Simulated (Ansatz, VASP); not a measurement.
Two plane-wave programs on Al4N5

```
Al N
1.0
     6.21788    0.00000    0.00000
     0.00000    4.97781    0.00000
     0.00000    0.00000   22.06124
Al N
8 10
Direct
  0.00000 0.99844 0.18131
  0.50000 0.99844 0.18131
  0.25000 0.49844 0.22199
  0.75000 0.49844 0.22199
  0.25000 0.99271 0.30840
  0.75000 0.99271 0.30840
  0.00000 0.46407 0.33403
  0.50000 0.46407 0.33403
  0.00000 0.61656 0.18131
  0.50000 0.61656 0.18131
  0.25000 0.11656 0.22199
  0.75000 0.11656 0.22199
  0.25000 0.61445 0.30711
  0.75000 0.61445 0.30711
  0.00000 0.11093 0.34274
  0.50000 0.11093 0.34274
  0.12500 0.36093 0.47419
  0.12500 0.36093 0.52405
```

Alike in both runs: task single point; functional PBE; dispersion D3(BJ); k mesh 5 × 6 × 1; occupations gaussian, width 0.05 eV; no spin polarisation.

|  | VASP | Ansatz |
| --- | --- | --- |
| version | VASP 6.6.1 | Ansatz 0.2.0 |
| potentials or method | VASP PAW PBE potentials, release 64 (Al, N), cutoff 520 eV | scalar-relativistic, plane waves, PAW |
| valence electrons in the cell | 74 | 74 |

Ansatz gave:

| Quantity | Value |
| --- | --- |
| gap on the k mesh at the Fermi level (eV) | 1.47 |
| least direct gap on the mesh (eV) | 1.47 |
| rms of the force components (eV/Å) | 0.711 |

**Question.** Estimate VASP's values.

**Answer.** gap on the k mesh at the Fermi level (eV): 1.46; least direct gap on the mesh (eV): 1.47; rms of the force components (eV/Å): 0.817.

Ansatz's warnings: xc potential rough in thin density.

Noted on VASP's run: the standard files for N, O and F lose accuracy on very short bonds.
